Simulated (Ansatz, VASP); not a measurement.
# AlCo in VASP and in Ansatz

```xyz
2
Lattice="2.7300 0.0000 0.0000 -1.3650 2.3643 0.0000 0.0000 0.0000 3.7871" Properties=species:S:1:pos:R:3 pbc="T T T"
Co    0.0000    0.0000    0.0000
Al    0.0000    1.5762    1.8936
```

Alike in both runs: functional PBE; k mesh 15 × 15 × 14; occupations fermi-dirac, width 0.1 eV; no spin polarisation.

Ansatz relaxed the structure, and its values are those at the end. VASP's run is a single point on that final structure, the one shown.

```csv
,VASP,Ansatz
version,VASP 6.6.1,Ansatz 0.2.0
potentials or method,"VASP PAW PBE potentials, release 64 (Co, Al)","PAW with Ansatz's default frozen-core files, scalar-relativistic"
plane-wave cutoff (eV),520,420
valence electrons in the cell,12,20
```

Ansatz gave:

```
pressure (GPa) : 0.0
```

Which values does VASP return?

Pressure (GPa): 0.1.

VASP's potentials hold 12 valence electrons a cell and Ansatz's 20, so a difference there can come from the potentials and not from the codes.
